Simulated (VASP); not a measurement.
# Ge5I3 (P6/mmm) in VASP: notebook

Runs on Ge5I3. Level: PBE. Tasks: single point, relaxation of cell and atoms.

All numbers are computed with VASP 6.6.1; they aren't measurements. Logs are shortened: lines on timing, memory, paths and dates and some standing lists are left out, and cuts for length are marked.

## 1. The cell of the first run

It takes space group P6/mmm (No. 191, hexagonal). Conventional cell: a = 6.624 Å, b = 6.624 Å, c = 5.977 Å, α = 90.00°, β = 90.00°, γ = 120.00°. Within 3.9 Å of Ge (site symmetry mmm) lie 2 I at 2.99 Å and 8 Ge at 3.31 to 3.54 Å. Within 3.3 Å of Ge (site symmetry 6mm) lie 1 Ge at 2.51 Å. Within 3.9 Å of I (site symmetry mmm) lie 6 Ge at 2.99 to 3.74 Å and 4 I at 3.31 Å.

## 2. Single point, PBE

Contents of INCAR:

```
PREC = Accurate
ENCUT = 520
EDIFF = 1E-6
ISMEAR = 0
SIGMA = 0.1
LREAL = False
LASPH = True
NELM = 100
ALGO = Normal
ISIF = 2
LWAVE = False
LCHARG = False
GGA = PE
NBANDS = 56
```

Contents of KPOINTS:

```
regular mesh
0
Gamma
  3 3 4
```

Contents of POSCAR:

```
Ge5I3
1.0
    6.6235205592      0.0000000000      0.0000000000
   -3.3117602796      5.7361370667      0.0000000000
    0.0000000000      0.0000000000      5.9774938627
Ge I
5 3
Direct
    0.5000000000      0.0000000000      0.5000000000
    0.0000000000      0.5000000000      0.5000000000
    0.5000000000      0.5000000000      0.5000000000
    0.0000000000      0.0000000000      0.7101817158
    0.0000000000      0.0000000000      0.2898182842
    0.5000000000      0.0000000000      0.0000000000
    0.0000000000      0.5000000000      0.0000000000
    0.5000000000      0.5000000000      0.0000000000
```

Potentials or basis: VASP PAW PBE potentials, release 64 (Ge_d, I).

Command:

```console
$ cat potpaw_PBE.64/Ge_d/POTCAR potpaw_PBE.64/I/POTCAR > POTCAR
$ mpirun -np 1 vasp_std > vasp.out
```

OUTCAR:

```text
PREC = Accurate
   ENCUT = 520
   EDIFF = 1E-6
   ISMEAR = 0
   LREAL = False
   LASPH = True
   NELM = 100
   ISIF = 2
   GGA = PE

 ion  position               nearest neighbor table
   1  0.500  0.000  0.500-   6 2.99   6 2.99
   2  0.000  0.500  0.500-   7 2.99   7 2.99
   3  0.500  0.500  0.500-   8 2.99   8 2.99
   4  0.000  0.000  0.710-   5 2.51
   5  0.000  0.000  0.290-   4 2.51
   6  0.500  0.000  0.000-   1 2.99   1 2.99   8 3.31   7 3.31   8 3.31   7 3.31
   7  0.000  0.500  0.000-   2 2.99   2 2.99   6 3.31   6 3.31   8 3.31   8 3.31
   8  0.500  0.500  0.000-   3 2.99   3 2.99   6 3.31   6 3.31   7 3.31   7 3.31

  LATTYP: Found a hexagonal cell.
 ALAT       =     6.6235205592
 C/A-ratio  =     0.9024647556

  Lattice vectors:

 A1 = (   6.6235205592,   0.0000000000,   0.0000000000)
 A2 = (  -3.3117602796,   5.7361370667,   0.0000000000)
 A3 = (   0.0000000000,   0.0000000000,   5.9774938627)

Analysis of symmetry for initial positions (statically):
=====================================================================
 Subroutine PRICEL returns:
 Original cell was already a primitive cell.

 Routine SETGRP: Setting up the symmetry group for a
 hexagonal supercell.

 Subroutine GETGRP returns: Found 24 space group operations
 (whereof 24 operations were pure point group operations)
 out of a pool of 24 trial point group operations.

The static configuration has the point symmetry D_6h.

Analysis of symmetry for dynamics (positions and initial velocities):
=====================================================================
 Subroutine PRICEL returns:
 Original cell was already a primitive cell.

 Routine SETGRP: Setting up the symmetry group for a
 hexagonal supercell.

 Subroutine GETGRP returns: Found 24 space group operations
 (whereof 24 operations were pure point group operations)
 out of a pool of 24 trial point group operations.

The dynamic configuration has the point symmetry D_6h.

 Subroutine INISYM returns: Found 24 space group operations
 (whereof 24 operations are pure point group operations),
 and found     1 'primitive' translations

----------------------------------------------------------------------------------------

                                     Primitive cell

  volume of cell :     227.1054

  direct lattice vectors                    reciprocal lattice vectors
     6.623520559  0.000000000  0.000000000     0.150977111  0.087166676  0.000000000
    -3.311760280  5.736137067  0.000000000     0.000000000  0.174333352  0.000000000
     0.000000000  0.000000000  5.977493863     0.000000000  0.000000000  0.167294191

  length of vectors
     6.623520559  6.623520559  5.977493863     0.174333352  0.174333352  0.167294191

  position of ions in fractional coordinates (direct lattice)
     0.500000000  0.000000000  0.500000000
     0.000000000  0.500000000  0.500000000
     0.500000000  0.500000000  0.500000000
     0.000000000  0.000000000  0.710181716
     0.000000000  0.000000000  0.289818284
     0.500000000  0.000000000  0.000000000
     0.000000000  0.500000000  0.000000000
     0.500000000  0.500000000  0.000000000

  ion indices of the primitive-cell ions
   primitive index   ion index
                 1           1
                 2           2
                 3           3
                 4           4
                 5           5
                 6           6
                 7           7
                 8           8

----------------------------------------------------------------------------------------

 KPOINTS: regular mesh

Automatic generation of k-mesh.
 Grid dimensions read from file:
 generate k-points for:    3    3    4

 Generating k-lattice:

  Cartesian coordinates                     Fractional coordinates (reciprocal lattice)
     0.050325704  0.029055559  0.000000000     0.333333333  0.000000000  0.000000000
     0.000000000  0.058111117  0.000000000     0.000000000  0.333333333  0.000000000
     0.000000000  0.000000000  0.041823548     0.000000000  0.000000000  0.250000000

  Length of vectors
     0.058111117  0.058111117  0.041823548

  Shift w.r.t. Gamma in fractional coordinates (k-lattice)
     0.000000000  0.000000000  0.000000000

 Subroutine IBZKPT returns following result:
 ===========================================

 Found      9 irreducible k-points:

 Following reciprocal coordinates:
            Coordinates               Weight
  0.000000  0.000000  0.000000      1.000000
  0.333333  0.000000  0.000000      6.000000
  0.333333  0.333333  0.000000      2.000000
  0.000000  0.000000  0.250000      2.000000
  0.333333  0.000000  0.250000     12.000000
  0.333333  0.333333  0.250000      4.000000
  0.000000  0.000000  0.500000      1.000000
  0.333333  0.000000  0.500000      6.000000
  0.333333  0.333333  0.500000      2.000000
   k-points           NKPTS =      9   k-points in BZ     NKDIM =      9   number of bands    NBANDS=     56
   number of dos      NEDOS =    301   number of ions     NIONS =      8
   total plane-waves  NPLWV = 120000
   dimension x,y,z NGX =    50 NGY =   50 NGZ =   48
   dimension x,y,z NGXF=   100 NGYF=  100 NGZF=   96
   ions per type =               5   3
   NGX,Y,Z   is equivalent  to a cutoff of  12.55, 12.55, 13.35 a.u.
   NGXF,Y,Z  is equivalent  to a cutoff of  25.10, 25.10, 26.70 a.u.
 SYSTEM =  unknown system
   PREC   = accura    normal or accurate (medium, high low for compatibility)
   ISTART =      0    job   : 0-new  1-cont  2-samecut
   ICHARG =      2    charge: 1-file 2-atom 10-const
   ISPIN  =      1    spin polarized calculation?
   LNONCOLLINEAR =      F non collinear calculations
   LSORBIT =      F    spin-orbit coupling
   LASPH  =      T    aspherical Exc in radial PAW
   ENCUT  =  520.0 eV  38.22 Ry    6.18 a.u.  12.32 12.32 11.11*2*pi/ulx,y,z
   NELM   =    100;   NELMIN=  2; NELMDL= -5     # of ELM steps
   EDIFF  = 0.1E-05   stopping-criterion for ELM
   LREAL  =      F    real-space projection
   EDIFFG = 0.1E-04   stopping-criterion for IOM
   NSW    =      0    number of steps for IOM
   IBRION =     -1    ionic relax: 0-MD 1-quasi-New 2-CG
   NFREE  =      0    steps in history (QN), initial steepest desc. (CG)
   ISIF   =      2    stress and relaxation
   ISYM   =      2    0-nonsym 1-usesym 2-fastsym
   POTIM  = 0.5000    time-step for ionic-motion
   TEBEG  =    0.0;   TEEND  =   0.0 temperature during run
   PSTRESS=    0.0 pullay stress
   NELECT =      91.0000    total number of electrons
   NUPDOWN=      -1.0000    fix difference up-down
   EMIN   =  10.00;   EMAX   =-10.00  energy-range for DOS
   EFERMI =   0.00;   METHOD = LEGACY
   ISMEAR =     0;   SIGMA  =   0.10  broadening in eV -4-tet -1-fermi 0-gaus
   EFERMI_NEDOS =   21; number of points for ismear=-14 and -15
   IALGO  =     38    algorithm
   IMIX   =      4    mixing-type and parameters
     AMIX     =   0.40;   BMIX     =  1.00
     AMIX_MAG =   1.60;   BMIX_MAG =  1.00
  volume/ion in A,a.u.               =      28.39       191.57
  Fermi-wavevector in a.u.,A,eV,Ry     =   1.206923  2.280753 19.819094  1.456662
  Thomas-Fermi vector in A             =   2.342576
   LORBIT       =      0    0 simple, 1 ext, 2 COOP (PROOUT), +10 PAW based schemes
   GGA     = PE    functional components
   LHFCALC =     F    Hartree Fock is set to
   AEXX    =    0.0000 exact exchange contribution
   IVDW    =     0    specifies the selected vdW correction
   LEPSILON=     F    determine dielectric tensor
   LRPA    =     F    only Hartree local field effects (RPA)
 non-spin polarized calculation
 Gauss-broadening in eV      SIGMA  =   0.10
  energy-cutoff  :      520.00
  volume of cell :      227.11
 maximum number of plane-waves:      6143
 NGX is ok and might be reduce to    50
   NGX = 25   NGY = 25   NGZ = 23

 number of electron      91.0000052 magnetization

 Free energy of the ion-electron system (eV)
  ---------------------------------------------------
  ext. energy  EPLUGINS =         0.00000000
  ---------------------------------------------------
  free energy    TOTEN  =       -22.88100125 eV

  energy without entropy =      -22.82351163  energy(sigma->0) =      -22.85225644

 E-fermi :   5.1466     XC(G=0):  -9.5755

 val. band max:        5.1368632086   @ k =   0.3333   0.0000   0.2500
 cond. band min:       5.1675586853   @ k =   0.3333   0.0000   0.5000
 fundamental gap:      0.0306954767
 Fermi energy:         5.1466160740

 k-point     1 :       0.0000    0.0000    0.0000
  band No.  band energies     occupation
      1     -20.0077      2.00000
      2     -20.0077      2.00000
      3     -20.0040      2.00000
      4     -19.9980      2.00000
      5     -19.9980      2.00000
      6     -19.9540      2.00000
[... 48 lines left out ...]
     55       9.9827      0.00000
     56      10.0612      0.00000

 k-point     2 :       0.3333    0.0000    0.0000
  band No.  band energies     occupation
      1     -20.0074      2.00000
      2     -20.0072      2.00000
      3     -20.0039      2.00000
      4     -19.9986      2.00000
      5     -19.9982      2.00000
      6     -19.9567      2.00000
[... 48 lines left out ...]
     55       9.5134      0.00000
     56       9.7998      0.00000

 k-point     3 :       0.3333    0.3333    0.0000
  band No.  band energies     occupation
      1     -20.0071      2.00000
      2     -20.0071      2.00000
      3     -20.0039      2.00000
      4     -19.9986      2.00000
      5     -19.9986      2.00000
      6     -19.9566      2.00000
[... 287 lines left out ...]
 k-point     8 :       0.3333    0.0000    0.5000
  band No.  band energies     occupation
      1     -20.0071      2.00000
      2     -20.0069      2.00000
      3     -19.9989      2.00000
      4     -19.9985      2.00000
      5     -19.9941      2.00000
      6     -19.9541      2.00000
[... 48 lines left out ...]
     55       8.0923      0.00000
     56       8.2974      0.00000

 k-point     9 :       0.3333    0.3333    0.5000
  band No.  band energies     occupation
      1     -20.0068      2.00000
      2     -20.0068      2.00000
      3     -19.9989      2.00000
      4     -19.9989      2.00000
      5     -19.9941      2.00000
      6     -19.9539      2.00000
[... 48 lines left out ...]
     55       7.1799      0.00000
     56       7.4687      0.00000

------------------------ aborting loop because EDIFF is reached ----------------------------------------

  FORCE on cell =-STRESS in cart. coord.  units (eV):
  Direction    XX          YY          ZZ          XY          YZ          ZX
  --------------------------------------------------------------------------------------
  -------------------------------------------------------------------------------------
  Total        0.0784036      0.0784036      0.0430647      0.0000000     -0.0000000      0.0000000
  in kB        0.5531197      0.5531197      0.3038119      0.0000000     -0.0000000      0.0000000
  external PRESSURE =       0.4700171 kB  Pullay stress =       0.0000000 kB

 VOLUME and BASIS-vectors are now :
 -----------------------------------------------------------------------------
  energy-cutoff  :      520.00
  volume of cell :      227.11
      direct lattice vectors                 reciprocal lattice vectors
     6.623520559  0.000000000  0.000000000     0.150977111  0.087166676  0.000000000
    -3.311760280  5.736137067  0.000000000     0.000000000  0.174333352  0.000000000
     0.000000000  0.000000000  5.977493863     0.000000000  0.000000000  0.167294191

 POSITION                                       TOTAL-FORCE (eV/Angst)
 -----------------------------------------------------------------------------------
      3.31176      0.00000      2.98875         0.000000      0.000000      0.000000
     -1.65588      2.86807      2.98875         0.000000      0.000000      0.000000
      1.65588      2.86807      2.98875         0.000000      0.000000      0.000000
      0.00000      0.00000      4.24511         0.000000     -0.000000     -0.012104
      0.00000      0.00000      1.73239        -0.000000      0.000000      0.012104
      3.31176      0.00000      0.00000         0.000000      0.000000      0.000000
     -1.65588      2.86807      0.00000         0.000000      0.000000      0.000000
      1.65588      2.86807      0.00000         0.000000      0.000000      0.000000
 -----------------------------------------------------------------------------------
    total drift:                                0.000000     -0.000000      0.000000

  FREE ENERGIE OF THE ION-ELECTRON SYSTEM (eV)
  ---------------------------------------------------
  free  energy   TOTEN  =       -22.8810012516 eV

  energy  without entropy=      -22.8235116281  energy(sigma->0) =      -22.85225644
```

Run time: 60 s. Hardware: 1 thread of Intel Xeon 6975P-C (Granite Rapids), shared host; peak memory 0.37 GiB.

What came out:

```yaml
Free_energy: -22.8810 eV
Pressure: 0.0 GPa
Largest_force: 0.012 eV/Å
```

Forces in eV/Å, atoms in the order of the input:
```
Ge   0.000  0.000  0.000
Ge   0.000  0.000  0.000
Ge   0.000  0.000  0.000
Ge   0.000  0.000 -0.012
Ge   0.000  0.000  0.012
I    0.000  0.000  0.000
I    0.000  0.000  0.000
I    0.000  0.000  0.000
```

Levels at points of the mesh, in eV from the Fermi level:
```
           k point  band 43  band 44  band 45  band 46  band 47  band 48
(0.00, 0.00, 0.00)    -2.18    -0.73     0.09     0.09     0.55     0.55
(0.00, 0.00, 0.50)    -0.79    -0.62     0.08     0.08     0.47     1.08
```

Caveat: the k points lie up to 0.37 Å⁻¹ apart; spin-orbit coupling is left out, which moves the levels of the heavy elements; an odd number of electrons without spin polarisation forces a metal; a magnetic or distorted state may lie lower.

## 3. Relaxation of cell and atoms, PBE

This run uses another cell than the first one, of 28.15 Å³/atom, 0.992 times its volume.

Contents of INCAR:

```
SYSTEM = Ge5I3
PREC     = Accurate       ! precision mode
ENCUT    = 600            ! plane-wave cutoff, eV
EDIFF    = 1E-6           ! SCF threshold, eV
ISMEAR   = 0              ! smearing method
SIGMA    = 0.1            ! smearing width, eV
LREAL    = .FALSE.        ! projectors in reciprocal space
LASPH    = .TRUE.         ! aspherical terms in the spheres
NELM     = 100            ! most SCF steps
ALGO     = Normal         ! electronic algorithm
ISIF     = 3              ! what is computed and relaxed
LWAVE    = .FALSE.        ! write WAVECAR
LCHARG   = .FALSE.        ! write CHGCAR
GGA      = PE             ! functional
IBRION   = 2              ! ionic algorithm
NSW      = 90             ! ionic steps
EDIFFG   = -0.04          ! ionic threshold
```

Contents of KPOINTS:

```
regular mesh
0
G
  3 3 4
  0 0 0
```

Contents of POSCAR:

```
Ge5I3
1.0
    6.2589266735      0.0000000000      0.0000000000
   -3.1294633368      5.4203894997      0.0000000000
    0.0000000000      0.0000000000      6.6380725426
Ge I
5 3
Direct
    0.5000000000      0.0000000000      0.5000000000
    0.0000000000      0.5000000000      0.5000000000
    0.5000000000      0.5000000000      0.5000000000
    0.0000000000      0.0000000000      0.6867780439
    0.0000000000      0.0000000000      0.3132219561
    0.5000000000      0.0000000000      0.0000000000
    0.0000000000      0.5000000000      0.0000000000
    0.5000000000      0.5000000000      0.0000000000
```

Potentials or basis: VASP PAW PBE potentials, release 64 (Ge_d, I).

Command:

```console
$ cat potpaw_PBE.64/Ge_d/POTCAR potpaw_PBE.64/I/POTCAR > POTCAR
$ mpirun -np 1 vasp_std > vasp.out
```

It took 27 min on 1 thread of Intel Xeon 6975P-C (Granite Rapids), shared host; peak memory 0.46 GiB.

The run converged. Its results:

| Item | Value |
| --- | --- |
| Free energy | -22.8818 eV |
| Relaxed volume | 28.41 Å³/atom |
| Relaxed cell | a = 6.622 Å, b = 6.622 Å, c = 5.986 Å, α = 90.00°, β = 90.00°, γ = 120.00° |
| Space group after relaxing (to 0.05 Å) | P6/mmm (No. 191) |
| Energy gained by relaxing | 18.0 meV/atom |
| Ionic steps | 32 |
| Pressure after relaxing | 0.1 GPa |
| Largest force after relaxing | 0.021 eV/Å |

Forces in eV/Å, atoms in the order of the input:
```
Ge   0.000  0.000  0.000
Ge   0.000  0.000  0.000
Ge   0.000  0.000  0.000
Ge   0.000  0.000  0.021
Ge   0.000  0.000 -0.021
I    0.000  0.000  0.000
I    0.000  0.000  0.000
I    0.000  0.000  0.000
```

Stress tensor (GPa, compression positive):
```
 0.12  0.00  0.00
 0.00  0.12  0.00
 0.00  0.00 -0.02
```

The path:
| step | energy change (eV) | largest force (eV/Å) | pressure (GPa) | volume (Å³) |
| --- | --- | --- | --- | --- |
| 1 | 0.0000 | 0.1527 | -0.05 | 225.20 |
| 2 | -0.0058 | 0.1212 | -0.08 | 224.94 |
| 3 | -0.0268 | 0.0218 | -0.14 | 224.13 |
| 4 | -0.0362 | 0.1948 | -0.20 | 222.40 |
| 5 | -0.0430 | 0.0467 | 0.29 | 220.63 |
| 6 | -0.0196 | 0.5253 | 1.67 | 215.24 |
| 7 | -0.0482 | 0.0721 | 0.61 | 219.35 |
| 8 | -0.0469 | 0.2340 | 0.95 | 217.89 |
| 9 | -0.0490 | 0.1303 | 0.78 | 218.80 |
| 10 | -0.0499 | 0.1657 | 0.79 | 218.64 |
| 11 | -0.0503 | 0.2072 | 0.89 | 218.45 |
| 12 | -0.0520 | 0.2004 | 0.82 | 218.68 |
| 13 | -0.0565 | 0.1804 | 0.70 | 219.40 |
| 14 | -0.0640 | 0.1393 | 0.50 | 220.83 |
| 15 | -0.0736 | 0.0520 | 0.04 | 223.72 |
| 16 | -0.0779 | 0.1222 | -0.60 | 229.54 |
| 17 | -0.0829 | 0.1099 | -1.56 | 230.17 |
| 18 | -0.0832 | 0.1087 | -0.65 | 230.21 |
| 19 | -0.0837 | 0.1070 | -0.74 | 230.28 |
| 20 | -0.0848 | 0.1040 | -0.84 | 230.41 |
| 21 | -0.0873 | 0.0978 | -1.05 | 230.68 |
| 22 | -0.0919 | 0.0836 | -0.64 | 231.22 |
| 23 | -0.1005 | 0.0484 | -0.70 | 232.30 |
| 24 | -0.1113 | 0.0291 | -0.94 | 234.43 |
| 25 | -0.1121 | 0.0536 | -1.07 | 235.31 |
| 26 | -0.1266 | 0.1357 | -0.81 | 233.40 |
| 27 | -0.1299 | 0.2642 | -0.23 | 230.61 |
| 28 | -0.1314 | 0.2169 | -0.39 | 231.63 |
| 29 | -0.1379 | 0.1556 | -0.31 | 230.36 |
| 30 | -0.1433 | 0.0718 | -0.14 | 228.51 |
| 31 | -0.1390 | 0.0804 | 0.26 | 224.83 |
| 32 | -0.1441 | 0.0212 | 0.07 | 227.31 |

Final structure:
```cif
data_structure
_symmetry_space_group_name_H-M 'P 1'
_symmetry_Int_Tables_number 1
_cell_length_a 6.6215
_cell_length_b 6.6215
_cell_length_c 5.9864
_cell_angle_alpha 90.000
_cell_angle_beta 90.000
_cell_angle_gamma 120.000
_cell_volume 227.31
loop_
_atom_site_label
_atom_site_type_symbol
_atom_site_fract_x
_atom_site_fract_y
_atom_site_fract_z
_atom_site_occupancy
Ge1 Ge 0.50000 0.00000 0.50000 1
Ge2 Ge 0.00000 0.50000 0.50000 1
Ge3 Ge 0.50000 0.50000 0.50000 1
Ge4 Ge 0.00000 0.00000 0.70929 1
Ge5 Ge 0.00000 0.00000 0.29071 1
I1 I 0.50000 0.00000 0.00000 1
I2 I 0.00000 0.50000 0.00000 1
I3 I 0.50000 0.50000 0.00000 1
```

Levels at points of the mesh, in eV from the Fermi level:
| k point | band 41 | band 42 | band 43 | band 44 | band 45 | band 46 | band 47 | band 48 | band 49 | band 50 |
| --- | --- | --- | --- | --- | --- | --- | --- | --- | --- | --- |
| (0.00, 0.00, 0.00) | -2.31 | -2.20 | -2.20 | -0.72 | 0.10 | 0.10 | 0.55 | 0.55 | 2.48 | 2.48 |
| (0.00, 0.00, 0.50) | -1.37 | -1.37 | -0.80 | -0.61 | 0.08 | 0.08 | 0.45 | 1.07 | 1.07 | 2.13 |

Caveat: the k points lie up to 0.37 Å⁻¹ apart in the final cell; spin-orbit coupling is left out, which moves the levels of the heavy elements; an odd number of electrons without spin polarisation forces a metal; a magnetic or distorted state may lie lower.
